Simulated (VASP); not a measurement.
# Cs2LiScF6 (I4mm) in VASP: a series of runs

Cs2LiScF6 is run at these levels: PBEsol; tasks: single point.

All numbers are computed with VASP 6.6.1; they aren't measurements. Logs are shortened: lines on timing, memory, paths and dates and some standing lists are left out, and cuts for length are marked.

## Step 1: The cell of the first run

The structure is tetragonal, space group I4mm (No. 107). Conventional cell: a = 6.076 Å, b = 6.076 Å, c = 8.593 Å, α = 90.00°, β = 90.00°, γ = 90.00°. Cs (site symmetry 2mm) has 12 F at 2.97 to 3.12 Å and 4 Li at 3.67 to 3.78 Å and 4 Sc at 3.67 to 3.78 Å within 3.9 Å. Li (site symmetry 4mm) has 6 F at 2.24 to 2.28 Å within 3.0 Å. Sc (site symmetry 4mm) has 6 F at 2.01 to 2.06 Å within 2.7 Å. F (site symmetry m) has 1 Sc at 2.04 Å and 1 Li at 2.27 Å and 8 F at 2.75 to 3.33 Å and 4 Cs at 2.97 to 3.12 Å within 3.4 Å. F (site symmetry 4mm) has 1 Sc at 2.01 Å and 1 Li at 2.28 Å within 2.7 Å. F (site symmetry 4mm) has 1 Sc at 2.06 Å and 1 Li at 2.24 Å and 4 F at 2.75 Å within 2.8 Å.

## Step 2: Single point, PBEsol (atoms displaced along a vibrational mode)

File INCAR:

```
PREC = Accurate
ENCUT = 520
EDIFF = 1E-6
ISMEAR = 0
SIGMA = 0.05
LREAL = F
LASPH = T
NELM = 100
ALGO = Normal
ISIF = 2
LWAVE = F
LCHARG = F
GGA = PS
NBANDS = 48
```

File KPOINTS:

```
regular mesh
0
Gamma
  6 6 6
```

File POSCAR:

```
Cs2LiScF6
1.0
    0.0000000000      4.2963951983      4.2963951983
    4.2963951983      0.0000000000      4.2963951983
    4.2963951983      4.2963951983      0.0000000000
Cs Li Sc F
2 1 1 6
Direct
    0.7500916183      0.7499083817      0.7500916183
    0.2500916183      0.2499083817      0.2500916183
    0.5112953101      0.4887046899      0.5112953101
    0.0110472289     -0.0110472289      0.0110472289
    0.7509608606      0.2490391394      0.2246000468
    0.2246000468      0.2490391394      0.7509608606
    0.2246000468      0.7753999532      0.7509608606
    0.2454841809      0.7545158191      0.2454841809
    0.7718449947      0.2281550053      0.7718449947
    0.7509608606      0.7753999532      0.2246000468
```

Potentials or basis: VASP PAW PBE potentials, release 64 (Cs_sv, Li_sv, Sc_sv, F).

The run is started by

```
cat potpaw_PBE.64/Cs_sv/POTCAR potpaw_PBE.64/Li_sv/POTCAR potpaw_PBE.64/Sc_sv/POTCAR potpaw_PBE.64/F/POTCAR > POTCAR
mpirun -np 1 vasp_std > vasp.out
```

OUTCAR:

```text
PREC = Accurate
   ENCUT = 520
   EDIFF = 1E-6
   ISMEAR = 0
   LREAL = F
   LASPH = T
   NELM = 100
   ISIF = 2
   GGA = PS

 ion  position               nearest neighbor table
   1  0.750  0.750  0.750-
   2  0.250  0.250  0.250-
   3  0.511  0.489  0.511-   9 2.24
   4  0.011  0.989  0.011-   8 2.01   6 2.04   7 2.04   5 2.04  10 2.04   9 2.06
   5  0.751  0.249  0.225-   4 2.04
   6  0.225  0.249  0.751-   4 2.04
   7  0.225  0.775  0.751-   4 2.04
   8  0.245  0.755  0.245-   4 2.01
   9  0.772  0.228  0.772-   4 2.06   3 2.24
  10  0.751  0.775  0.225-   4 2.04

  LATTYP: Found a face centered cubic cell.
 ALAT       =     8.5927903966

  Lattice vectors:

 A1 = (   0.0000000000,   4.2963951983,   4.2963951983)
 A2 = (   4.2963951983,   0.0000000000,   4.2963951983)
 A3 = (   4.2963951983,   4.2963951983,   0.0000000000)

Analysis of symmetry for initial positions (statically):
=====================================================================
 Subroutine PRICEL returns:
 Original cell was already a primitive cell.

 Routine SETGRP: Setting up the symmetry group for a
 face centered cubic supercell.

 Subroutine GETGRP returns: Found  8 space group operations
 (whereof  8 operations were pure point group operations)
 out of a pool of 48 trial point group operations.

The static configuration has the point symmetry C_4v.

Analysis of symmetry for dynamics (positions and initial velocities):
=====================================================================
 Subroutine PRICEL returns:
 Original cell was already a primitive cell.

 Routine SETGRP: Setting up the symmetry group for a
 face centered cubic supercell.

 Subroutine GETGRP returns: Found  8 space group operations
 (whereof  8 operations were pure point group operations)
 out of a pool of 48 trial point group operations.

The dynamic configuration has the point symmetry C_4v.

 Subroutine INISYM returns: Found  8 space group operations
 (whereof  8 operations are pure point group operations),
 and found     1 'primitive' translations

----------------------------------------------------------------------------------------

                                     Primitive cell

  volume of cell :     158.6144

  direct lattice vectors                    reciprocal lattice vectors
     0.000000000  4.296395198  4.296395198    -0.116376631  0.116376631  0.116376631
     4.296395198  0.000000000  4.296395198     0.116376631 -0.116376631  0.116376631
     4.296395198  4.296395198  0.000000000     0.116376631  0.116376631 -0.116376631

  length of vectors
     6.076020359  6.076020359  6.076020359     0.201570238  0.201570238  0.201570238

  position of ions in fractional coordinates (direct lattice)
     0.750091618  0.749908382  0.750091618
     0.250091618  0.249908382  0.250091618
     0.511295310  0.488704690  0.511295310
     0.011047229  0.988952771  0.011047229
     0.750960861  0.249039139  0.224600047
     0.224600047  0.249039139  0.750960861
     0.224600047  0.775399953  0.750960861
     0.245484181  0.754515819  0.245484181
     0.771844995  0.228155005  0.771844995
     0.750960861  0.775399953  0.224600047

  ion indices of the primitive-cell ions
   primitive index   ion index
                 1           1
                 2           2
                 3           3
                 4           4
                 5           5
                 6           6
                 7           7
                 8           8
                 9           9
                10          10

----------------------------------------------------------------------------------------

 KPOINTS: regular mesh

Automatic generation of k-mesh.
 Grid dimensions read from file:
 generate k-points for:    6    6    6

 Generating k-lattice:

  Cartesian coordinates                     Fractional coordinates (reciprocal lattice)
    -0.019396105  0.019396105  0.019396105     0.166666667  0.000000000  0.000000000
     0.019396105 -0.019396105  0.019396105     0.000000000  0.166666667  0.000000000
     0.019396105  0.019396105 -0.019396105     0.000000000  0.000000000  0.166666667

  Length of vectors
     0.033595040  0.033595040  0.033595040

  Shift w.r.t. Gamma in fractional coordinates (k-lattice)
     0.000000000  0.000000000  0.000000000

 Subroutine IBZKPT returns following result:
 ===========================================

 Found     30 irreducible k-points:

 Following reciprocal coordinates:
            Coordinates               Weight
  0.000000  0.000000  0.000000      1.000000
  0.166667  0.000000  0.000000      8.000000
  0.333333  0.000000  0.000000      8.000000
  0.500000  0.000000  0.000000      4.000000
  0.166667  0.166667  0.000000      4.000000
  0.166667  0.000000  0.166667      2.000000
[... 16 lines left out ...]
  0.500000  0.333333  0.166667      8.000000
  0.166667  0.500000  0.333333      8.000000
 [... further k-points ...]
   k-points           NKPTS =     30   k-points in BZ     NKDIM =     30   number of bands    NBANDS=     48
   number of dos      NEDOS =    301   number of ions     NIONS =     10
   total plane-waves  NPLWV = 110592
   dimension x,y,z NGX =    48 NGY =   48 NGZ =   48
   dimension x,y,z NGXF=    96 NGYF=   96 NGZF=   96
   ions per type =               2   1   1   6
   NGX,Y,Z   is equivalent  to a cutoff of  13.13, 13.13, 13.13 a.u.
   NGXF,Y,Z  is equivalent  to a cutoff of  26.27, 26.27, 26.27 a.u.
 SYSTEM =  unknown system
   PREC   = accura    normal or accurate (medium, high low for compatibility)
   ISTART =      0    job   : 0-new  1-cont  2-samecut
   ICHARG =      2    charge: 1-file 2-atom 10-const
   ISPIN  =      1    spin polarized calculation?
   LNONCOLLINEAR =      F non collinear calculations
   LSORBIT =      F    spin-orbit coupling
   LASPH  =      T    aspherical Exc in radial PAW
   ENCUT  =  520.0 eV  38.22 Ry    6.18 a.u.  11.30 11.30 11.30*2*pi/ulx,y,z
   NELM   =    100;   NELMIN=  2; NELMDL= -5     # of ELM steps
   EDIFF  = 0.1E-05   stopping-criterion for ELM
   LREAL  =      F    real-space projection
   EDIFFG = 0.1E-04   stopping-criterion for IOM
   NSW    =      0    number of steps for IOM
   IBRION =     -1    ionic relax: 0-MD 1-quasi-New 2-CG
   NFREE  =      0    steps in history (QN), initial steepest desc. (CG)
   ISIF   =      2    stress and relaxation
   ISYM   =      2    0-nonsym 1-usesym 2-fastsym
   POTIM  = 0.5000    time-step for ionic-motion
   TEBEG  =    0.0;   TEEND  =   0.0 temperature during run
   PSTRESS=    0.0 pullay stress
   NELECT =      74.0000    total number of electrons
   NUPDOWN=      -1.0000    fix difference up-down
   EMIN   =  10.00;   EMAX   =-10.00  energy-range for DOS
   EFERMI =   0.00;   METHOD = LEGACY
   ISMEAR =     0;   SIGMA  =   0.05  broadening in eV -4-tet -1-fermi 0-gaus
   EFERMI_NEDOS =   21; number of points for ismear=-14 and -15
   IALGO  =     38    algorithm
   IMIX   =      4    mixing-type and parameters
     AMIX     =   0.40;   BMIX     =  1.00
     AMIX_MAG =   1.60;   BMIX_MAG =  1.00
  volume/ion in A,a.u.               =      15.86       107.04
  Fermi-wavevector in a.u.,A,eV,Ry     =   1.269710  2.399404 21.934813  1.612163
  Thomas-Fermi vector in A             =   2.402737
   LORBIT       =      0    0 simple, 1 ext, 2 COOP (PROOUT), +10 PAW based schemes
   GGA     = PS    functional components
   LHFCALC =     F    Hartree Fock is set to
   AEXX    =    0.0000 exact exchange contribution
   IVDW    =     0    specifies the selected vdW correction
   LEPSILON=     F    determine dielectric tensor
   LRPA    =     F    only Hartree local field effects (RPA)
 non-spin polarized calculation
 Gauss-broadening in eV      SIGMA  =   0.05
  energy-cutoff  :      520.00
  volume of cell :      158.61
 maximum number of plane-waves:      4314
 NGX is ok and might be reduce to    48
   NGX = 23   NGY = 23   NGZ = 23

 number of electron      73.9999998 magnetization

 Free energy of the ion-electron system (eV)
  ---------------------------------------------------
  ext. energy  EPLUGINS =         0.00000000
  ---------------------------------------------------
  free energy    TOTEN  =       -55.16637823 eV

  energy without entropy =      -55.16637823  energy(sigma->0) =      -55.16637823

 E-fermi :  -1.1561     XC(G=0):  -9.7346

 val. band max:       -1.4923314569   @ k =   0.0000   0.0000   0.0000
 cond. band min:       5.0501558471   @ k =   0.0000   0.0000   0.0000
 fundamental gap:      6.5424873040
 Fermi energy:        -1.1560693833

 k-point     1 :       0.0000    0.0000    0.0000
  band No.  band energies     occupation
      1     -47.4042      2.00000
      2     -43.0624      2.00000
      3     -26.3845      2.00000
      4     -26.3608      2.00000
      5     -26.3608      2.00000
      6     -21.2801      2.00000
[... 40 lines left out ...]
     47       7.7021      0.00000
     48       7.8801      0.00000

 k-point     2 :       0.1667    0.0000    0.0000
  band No.  band energies     occupation
      1     -47.4042      2.00000
      2     -43.0624      2.00000
      3     -26.3847      2.00000
      4     -26.3612      2.00000
      5     -26.3607      2.00000
      6     -21.2496      2.00000
[... 40 lines left out ...]
     47       7.9687      0.00000
     48       8.0511      0.00000

 k-point     3 :       0.3333    0.0000    0.0000
  band No.  band energies     occupation
      1     -47.4042      2.00000
      2     -43.0623      2.00000
      3     -26.3852      2.00000
      4     -26.3620      2.00000
      5     -26.3606      2.00000
      6     -21.1797      2.00000
[... 1060 lines left out ...]
     47       8.9558      0.00000
     48       9.2183      0.00000

 k-point    24 :       0.1667    0.5000    0.3333
  band No.  band energies     occupation
      1     -47.4042      2.00000
      2     -43.0623      2.00000
      3     -26.3854      2.00000
      4     -26.3625      2.00000
      5     -26.3608      2.00000
      6     -21.1341      2.00000
[... 40 lines left out ...]
     47       8.9673      0.00000
     48       9.2219      0.00000

 [... further k-points ...]

------------------------ aborting loop because EDIFF is reached ----------------------------------------

  FORCE on cell =-STRESS in cart. coord.  units (eV):
  Direction    XX          YY          ZZ          XY          YZ          ZX
  --------------------------------------------------------------------------------------
  -------------------------------------------------------------------------------------
  Total       -0.0266105     -0.0294402     -0.0266105     -0.0000000     -0.0000000      0.0000000
  in kB       -0.2687948     -0.2973783     -0.2687948     -0.0000000     -0.0000000      0.0000000
  external PRESSURE =      -0.2783226 kB  Pullay stress =       0.0000000 kB

 VOLUME and BASIS-vectors are now :
 -----------------------------------------------------------------------------
  energy-cutoff  :      520.00
  volume of cell :      158.61
      direct lattice vectors                 reciprocal lattice vectors
     0.000000000  4.296395198  4.296395198    -0.116376631  0.116376631  0.116376631
     4.296395198  0.000000000  4.296395198     0.116376631 -0.116376631  0.116376631
     4.296395198  4.296395198  0.000000000     0.116376631  0.116376631 -0.116376631

 POSITION                                       TOTAL-FORCE (eV/Angst)
 -----------------------------------------------------------------------------------
      6.44459      6.44538      6.44459         0.000000     -0.031321      0.000000
      2.14820      2.14898      2.14820        -0.000000     -0.031321     -0.000000
      4.29640      4.39345      4.29640         0.000000     -0.149503      0.000000
      4.29640      0.09493      4.29640         0.000000     -0.966265      0.000000
      2.03494      4.19140      4.29640         0.003040      0.446019      0.000000
      4.29640      4.19140      2.03494         0.000000      0.446019      0.003040
      6.55785      4.19140      4.29640        -0.003040      0.446019      0.000000
      4.29640      2.10939      4.29640         0.000000     -0.192873      0.000000
      4.29640      6.63230      4.29640         0.000000     -0.412793      0.000000
      4.29640      4.19140      6.55785         0.000000      0.446019     -0.003040
 -----------------------------------------------------------------------------------
    total drift:                               -0.000001      0.001172     -0.000001

  FREE ENERGIE OF THE ION-ELECTRON SYSTEM (eV)
  ---------------------------------------------------
  free  energy   TOTEN  =       -55.1663782340 eV

  energy  without entropy=      -55.1663782340  energy(sigma->0) =      -55.16637823
```

It took 4.2 min on 1 thread of Intel Xeon Platinum 8559C (Emerald Rapids), shared host; peak memory 0.44 GiB.

Results:

```
Free energy            : -55.1664 eV
Largest force          : 0.966 eV/Å
Band gap on the k mesh : 6.54 eV
```

Forces in eV/Å, atoms in the order of the input:
```
Cs   0.000 -0.031  0.000
Cs   0.000 -0.031  0.000
Li   0.000 -0.150  0.000
Sc   0.000 -0.966  0.000
F    0.003  0.446  0.000
F    0.000  0.446  0.003
F   -0.003  0.446  0.000
F    0.000 -0.193  0.000
F    0.000 -0.413  0.000
F    0.000  0.446 -0.003
```

Caveat: the cell differs from its parent crystal (atoms displaced along a vibrational mode); the cutoff is under 1.25 times the usual one of these potentials, so pressure, stress and relaxed cells hold a basis-set (Pulay) error; the PAW data sets were made with another functional, which shifts forces and pressure a little; spin-orbit coupling is left out, which moves the levels of the heavy elements.

## Step 3: Single point, PBEsol (atoms displaced along a vibrational mode)

File INCAR:

```
PREC = Accurate
ENCUT = 520
EDIFF = 1E-6
ISMEAR = 0
SIGMA = 0.05
LREAL = False
LASPH = True
NELM = 100
ALGO = Normal
ISIF = 2
LWAVE = False
LCHARG = False
GGA = PS
NBANDS = 48
```

KPOINTS is that of step 2.

File POSCAR:

```
Cs2LiScF6
1.0
    0.0000000000      4.2963951983      4.2963951983
    4.2963951983      0.0000000000      4.2963951983
    4.2963951983      4.2963951983      0.0000000000
Cs Li Sc F
2 1 1 6
Direct
    0.7500654417      0.7499345583      0.7500654417
    0.2500654417      0.2499345583      0.2500654417
    0.5080680787      0.4919319213      0.5080680787
    0.0078908778     -0.0078908778      0.0078908778
    0.7544521596      0.2455478404      0.2280913458
    0.2280913458      0.2455478404      0.7544521596
    0.2280913458      0.7719086542      0.7544521596
    0.2430085844      0.7569914156      0.2430085844
    0.7693693982      0.2306306018      0.7693693982
    0.7544521596      0.7719086542      0.2280913458
```

Potentials or basis: VASP PAW PBE potentials, release 64 (Cs_sv, Li_sv, Sc_sv, F).

The run is started by

```
cat potpaw_PBE.64/Cs_sv/POTCAR potpaw_PBE.64/Li_sv/POTCAR potpaw_PBE.64/Sc_sv/POTCAR potpaw_PBE.64/F/POTCAR > POTCAR
mpirun -np 1 vasp_std > vasp.out
```

OUTCAR:

```text
PREC = Accurate
   ENCUT = 520
   EDIFF = 1E-6
   ISMEAR = 0
   LREAL = False
   LASPH = True
   NELM = 100
   ISIF = 2
   GGA = PS

 ion  position               nearest neighbor table
   1  0.750  0.750  0.750-
   2  0.250  0.250  0.250-
   3  0.508  0.492  0.508-   9 2.25
   4  0.008  0.992  0.008-   8 2.02   6 2.04   7 2.04   5 2.04  10 2.04   9 2.05
   5  0.754  0.246  0.228-   4 2.04
   6  0.228  0.246  0.754-   4 2.04
[... 1444 lines left out ...]
  Total        0.0525115      0.0585857      0.0525115      0.0000000      0.0000000     -0.0000000
  in kB        0.5304232      0.5917794      0.5304232      0.0000000      0.0000000     -0.0000000
  external PRESSURE =       0.5508753 kB  Pullay stress =       0.0000000 kB

 VOLUME and BASIS-vectors are now :
 -----------------------------------------------------------------------------
  energy-cutoff  :      520.00
  volume of cell :      158.61
      direct lattice vectors                 reciprocal lattice vectors
     0.000000000  4.296395198  4.296395198    -0.116376631  0.116376631  0.116376631
     4.296395198  0.000000000  4.296395198     0.116376631 -0.116376631  0.116376631
     4.296395198  4.296395198  0.000000000     0.116376631  0.116376631 -0.116376631

 POSITION                                       TOTAL-FORCE (eV/Angst)
 -----------------------------------------------------------------------------------
      6.44459      6.44516      6.44459        -0.000000     -0.021331      0.000000
      2.14820      2.14876      2.14820        -0.000000     -0.021331      0.000000
      4.29640      4.36572      4.29640        -0.000000     -0.108316      0.000000
      4.29640      0.06780      4.29640        -0.000000     -0.676071      0.000000
      2.03494      4.22140      4.29640         0.039657      0.314628      0.000000
      4.29640      4.22140      2.03494        -0.000000      0.314628      0.039657
      6.55785      4.22140      4.29640        -0.039657      0.314628      0.000000
      4.29640      2.08812      4.29640        -0.000000     -0.119321      0.000000
      4.29640      6.61103      4.29640        -0.000000     -0.312143      0.000000
      4.29640      4.22140      6.55785        -0.000000      0.314628     -0.039657
 -----------------------------------------------------------------------------------
    total drift:                                0.000002     -0.000831      0.000001

  FREE ENERGIE OF THE ION-ELECTRON SYSTEM (eV)
  ---------------------------------------------------
  free  energy   TOTEN  =       -55.2488385240 eV

  energy  without entropy=      -55.2488385240  energy(sigma->0) =      -55.24883852
```

stdout:

```text
POSCAR found type information on POSCAR CsLiScF
 POSCAR found :  4 types and      10 ions
 scaLAPACK will be used
 -----------------------------------------------------------------------------
|                                                                             |
|                                                                             |
|     You enforced a specific xc type in the INCAR file but a different       |
|     I HOPE YOU KNOW WHAT YOU ARE DOING!                                     |
|                                                                             |
 -----------------------------------------------------------------------------

 LDA part: xc-table for (Slater+PW92), standard interpolation
 POSCAR, INCAR and KPOINTS ok, starting setup
 FFT: planning ... GRIDC
 FFT: planning ... GRID_SOFT
 FFT: planning ... GRID
 WAVECAR not read
 entering main loop
```

Run time: 4 min. Hardware: 1 thread of Intel Xeon Platinum 8559C (Emerald Rapids), shared host; peak memory 0.44 GiB.

Results:

| Property | Result |
| --- | --- |
| Free energy | -55.2488 eV |
| Largest force | 0.676 eV/Å |
| Band gap on the k mesh | 6.65 eV |

Forces in eV/Å, atoms in the order of the input:
```
Cs   0.000 -0.021  0.000
Cs   0.000 -0.021  0.000
Li   0.000 -0.108  0.000
Sc   0.000 -0.676  0.000
F    0.040  0.315  0.000
F    0.000  0.315  0.040
F   -0.040  0.315  0.000
F    0.000 -0.119  0.000
F    0.000 -0.312  0.000
F    0.000  0.315 -0.040
```

Caveat: the cell differs from its parent crystal (atoms displaced along a vibrational mode); the cutoff is under 1.25 times the usual one of these potentials, so pressure, stress and relaxed cells hold a basis-set (Pulay) error; the PAW data sets were made with another functional, which shifts forces and pressure a little; spin-orbit coupling is left out, which moves the levels of the heavy elements.
